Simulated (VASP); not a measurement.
# Ir (P6_3/mmc) in VASP: notebook

The runs below take Ir through single point, with r2SCAN.

Program: VASP 6.6.1. These are calculated values, not measurements. Logs are shortened: lines on timing, memory, paths and dates and some standing lists are left out, and cuts for length are marked.

## (1) The cell of the first run

The structure is hexagonal, space group P6_3/mmc (No. 194). Conventional cell: a = 2.605 Å, b = 2.605 Å, c = 8.522 Å, α = 90.00°, β = 90.00°, γ = 120.00°. Within 3.4 Å of Ir (site symmetry -3m) lie 12 Ir at 2.61 Å. Ir (site symmetry -6m2) has 12 Ir at 2.61 Å within 3.4 Å.

This isn't the form of Ir at room conditions, which is fcc.

## (2) Single point, r2SCAN, collinear spin (12.52 Å³/atom)

Contents of POSCAR:

```
Ir
1.0
    2.6053151024      0.0000000000      0.0000000000
   -1.3026575512      2.2562690635      0.0000000000
    0.0000000000      0.0000000000      8.5224703695
Ir
4
Direct
    0.0000000000      0.0000000000      1.0000000000
    1.0000000000      0.0000000000      0.5000000000
    0.3333333333      0.6666666667      0.2500000000
    0.6666666667      0.3333333333      0.7500000000
```

Contents of INCAR.step1:

```
PREC = Accurate ; ENCUT = 520
ISMEAR = -1 ; SIGMA = 0.05
LREAL = F ; LASPH = T
NELM = 150 ; ISPIN = 2
MAGMOM = 1 1 1 1 ; LMAXMIX = 4
NBANDS = 30 ; GGA = PE
ALGO = Normal ; EDIFF = 1E-4
LWAVE = T ; LCHARG = F
```

Contents of INCAR.step2:

```
PREC = Accurate ; ENCUT = 520
EDIFF = 1E-7 ; ISMEAR = -1
SIGMA = 0.05 ; LREAL = F
LASPH = T ; NELM = 150
ALGO = Normal ; ISIF = 2
LWAVE = F ; LCHARG = F
ISPIN = 2 ; MAGMOM = 1 1 1 1
LORBIT = 11 ; LMAXMIX = 4
METAGGA = R2SCAN ; LMIXTAU = T
NBANDS = 30 ; ISTART = 1
```

Contents of KPOINTS:

```
Automatic mesh
0
Gamma
  17 17 5
```

Potentials or basis: VASP PAW PBE potentials, release 64 (Ir).

Run with:

```bash
$ cat potpaw_PBE.64/Ir/POTCAR > POTCAR
$ cp INCAR.step1 INCAR
$ mpirun -np 1 vasp_std > vasp.out
$ cp INCAR.step2 INCAR
$ mpirun -np 1 vasp_std > vasp.out
```

OUTCAR:

```text
PREC = Accurate
   ENCUT = 520
   EDIFF = 1E-7
   ISMEAR = -1
   LREAL = F
   LASPH = T
   NELM = 150
   ISIF = 2
   ISPIN = 2
   LORBIT = 11
   METAGGA = R2SCAN
   ISTART = 1

 ion  position               nearest neighbor table
   1  0.000  0.000  0.000-   3 2.61   4 2.61   3 2.61   4 2.61   4 2.61   3 2.61
   2  0.000  0.000  0.500-   3 2.61   4 2.61   3 2.61   4 2.61   4 2.61   3 2.61
   3  0.333  0.667  0.250-   1 2.61   2 2.61   1 2.61   2 2.61   1 2.61   2 2.61
   4  0.667  0.333  0.750-   1 2.61   2 2.61   1 2.61   2 2.61   1 2.61   2 2.61

  LATTYP: Found a hexagonal cell.
 ALAT       =     2.6053151024
 C/A-ratio  =     3.2711860311

  Lattice vectors:

 A1 = (   2.6053151024,   0.0000000000,   0.0000000000)
 A2 = (  -1.3026575512,   2.2562690635,   0.0000000000)
 A3 = (   0.0000000000,   0.0000000000,   8.5224703695)

Analysis of symmetry for initial positions (statically):
=====================================================================
 Subroutine PRICEL returns:
 Original cell was already a primitive cell.

 Routine SETGRP: Setting up the symmetry group for a
 hexagonal supercell.

 Subroutine GETGRP returns: Found 24 space group operations
 (whereof 12 operations were pure point group operations)
 out of a pool of 24 trial point group operations.

The static configuration has the point symmetry D_3d.
 The point group associated with its full space group is D_6h.

Analysis of symmetry for dynamics (positions and initial velocities):
=====================================================================
 Subroutine PRICEL returns:
 Original cell was already a primitive cell.

 Routine SETGRP: Setting up the symmetry group for a
 hexagonal supercell.

 Subroutine GETGRP returns: Found 24 space group operations
 (whereof 12 operations were pure point group operations)
 out of a pool of 24 trial point group operations.

The dynamic configuration has the point symmetry D_3d.
 The point group associated with its full space group is D_6h.

Analysis of structural, dynamic, and magnetic symmetry:
=====================================================================
 Subroutine PRICEL returns:
 Original cell was already a primitive cell.

 Routine SETGRP: Setting up the symmetry group for a
 hexagonal supercell.

 Subroutine GETGRP returns: Found 24 space group operations
 (whereof 12 operations were pure point group operations)
 out of a pool of 24 trial point group operations.

[... 130 lines left out ...]
   METAGGA = R2SCAN    functional components
   LHFCALC =     F    Hartree Fock is set to
   AEXX    =    0.0000 exact exchange contribution
   IVDW    =     0    specifies the selected vdW correction
   LEPSILON=     F    determine dielectric tensor
   LRPA    =     F    only Hartree local field effects (RPA)
 spin polarized calculation
  energy-cutoff  :      520.00
  volume of cell :       50.10
 maximum number of plane-waves:      1374
 NGX is ok and might be reduce to    20
   NGX =  9   NGY =  9   NGZ = 31

 number of electron      36.0000002 magnetization       0.0000001

 number of electron      36.0000002 magnetization      -0.0000000

 Free energy of the ion-electron system (eV)
  ---------------------------------------------------
  ext. energy  EPLUGINS =         0.00000000
  ---------------------------------------------------
  free energy    TOTEN  =      -207.92611156 eV

  energy without entropy =     -207.90377514  energy(sigma->0) =     -207.91494335

 E-fermi :  12.4730     XC(G=0): -16.1854

 val. band max:       12.4518693840   @ k =   0.1176   0.0588   0.0000
 cond. band min:      12.4768761842   @ k =   0.3529   0.2941   0.2000
 fundamental gap:      0.0250068003
 Fermi energy:        12.4729915200

 spin component 1

 k-point     1 :       0.0000    0.0000    0.0000
  band No.  band energies     occupation
      1      -0.4957      1.00000
      2       2.0006      1.00000
      3       2.0120      1.00000
      4       2.5846      1.00000
      5       7.0283      1.00000
      6       7.0742      1.00000
[... 781 lines left out ...]
     29      28.6051      0.00000
     30      29.9318      0.00000

 [... further k-points ...]

 spin component 2

 k-point     1 :       0.0000    0.0000    0.0000
  band No.  band energies     occupation
      1      -0.4957      1.00000
      2       2.0006      1.00000
      3       2.0120      1.00000
      4       2.5846      1.00000
      5       7.0283      1.00000
      6       7.0742      1.00000
[... 781 lines left out ...]
     29      28.6051      0.00000
     30      29.9324      0.00000

 [... further k-points ...]

------------------------ aborting loop because EDIFF is reached ----------------------------------------

  FORCE on cell =-STRESS in cart. coord.  units (eV):
  Direction    XX          YY          ZZ          XY          YZ          ZX
  --------------------------------------------------------------------------------------
  -------------------------------------------------------------------------------------
  Total       22.2424587     22.2424587     22.1092103     -0.0000000     -0.0000000      0.0000000
  in kB      711.3391786    711.3391786    707.0777432     -0.0000000     -0.0000000      0.0000000
  external PRESSURE =     709.9187001 kB  Pullay stress =       0.0000000 kB

 VOLUME and BASIS-vectors are now :
 -----------------------------------------------------------------------------
  energy-cutoff  :      520.00
  volume of cell :       50.10
      direct lattice vectors                 reciprocal lattice vectors
     2.605315102  0.000000000  0.000000000     0.383830731  0.221604776  0.000000000
    -1.302657551  2.256269064  0.000000000     0.000000000  0.443209552  0.000000000
     0.000000000  0.000000000  8.522470370     0.000000000  0.000000000  0.117336870

 POSITION                                       TOTAL-FORCE (eV/Angst)
 -----------------------------------------------------------------------------------
      0.00000      0.00000      0.00000        -0.000000      0.000000      0.000000
      0.00000      0.00000      4.26124        -0.000000      0.000000      0.000000
     -0.00000      1.50418      2.13062         0.000000     -0.000000     -0.000000
      1.30266      0.75209      6.39185        -0.000000      0.000000      0.000000
 -----------------------------------------------------------------------------------
    total drift:                                0.000000     -0.000000      0.000000

  FREE ENERGIE OF THE ION-ELECTRON SYSTEM (eV)
  ---------------------------------------------------
  free  energy   TOTEN  =      -207.9261115611 eV

  energy  without entropy=     -207.9037751441  energy(sigma->0) =     -207.91494335

 total charge

# of ion       s       p       d       tot
------------------------------------------
    1        0.751   0.921   7.184   8.856
    2        0.751   0.921   7.184   8.856
    3        0.753   0.925   7.195   8.873
    4        0.753   0.925   7.195   8.873
--------------------------------------------------
tot          3.008   3.692  28.758  35.458

 magnetization (x)

# of ion       s       p       d       tot
------------------------------------------
    1       -0.000  -0.000  -0.000  -0.000
    2       -0.000  -0.000  -0.000  -0.000
    3        0.000   0.000  -0.000  -0.000
    4        0.000   0.000  -0.000  -0.000
--------------------------------------------------
tot         -0.000   0.000  -0.000  -0.000
```

OSZICAR.step1:

```text
N       E                     dE             d eps       ncg     rms          rms(c)
DAV:   1     0.392422593945E+03    0.39242E+03   -0.15877E+04 11912   0.123E+03
DAV:   2    -0.205167090567E+02   -0.41294E+03   -0.38267E+03 11904   0.385E+02
DAV:   3    -0.348623019140E+02   -0.14346E+02   -0.13899E+02 13956   0.885E+01
DAV:   4    -0.350915688121E+02   -0.22927E+00   -0.22891E+00 13950   0.947E+00
DAV:   5    -0.350981159147E+02   -0.65471E-02   -0.65468E-02 13884   0.155E+00    0.438E+01
DAV:   6    -0.338219931342E+02    0.12761E+01   -0.15278E+00 14360   0.118E+01    0.202E+01
DAV:   7    -0.336576274568E+02    0.16437E+00   -0.76441E-01 15028   0.791E+00    0.377E+00
DAV:   8    -0.336307095407E+02    0.26918E-01   -0.38780E-02 15694   0.220E+00    0.137E+00
DAV:   9    -0.336240335013E+02    0.66760E-02   -0.26360E-02 15610   0.199E+00    0.527E-01
DAV:  10    -0.336204007923E+02    0.36327E-02   -0.14525E-02 15178   0.151E+00    0.193E-01
DAV:  11    -0.336203761914E+02    0.24601E-04   -0.18256E-03 13976   0.504E-01    0.765E-02
DAV:  12    -0.336203616286E+02    0.14563E-04   -0.63189E-05  7782   0.814E-02
   1 F= -.33620362E+02 E0= -.33608801E+02  d E =-.231215E-01  mag=    -0.0033
```

It took 7.5 min on 1 thread of Intel Xeon 6975P-C (Granite Rapids), shared host; peak memory 0.34 GiB.

Results:

```
Free energy                                           : -207.9261 eV
Pressure                                              : 71.0 GPa
Band gap on the k mesh                                : zero (filled and empty bands overlap)
Net moment                                            : 0.00 μB per cell
Valence electrons inside the program's atomic spheres : Ir 8.86, 8.87 (each value once)
```

Stress tensor (GPa, compression positive):
```
71.13  0.00  0.00
 0.00 71.13  0.00
 0.00  0.00 70.71
```

Caveat: the cell stands under pressure; the PAW data sets were made with another functional, which shifts forces and pressure a little; spin-orbit coupling is left out, which moves the levels of the heavy elements.

(Part 1 of 2 ends here.)
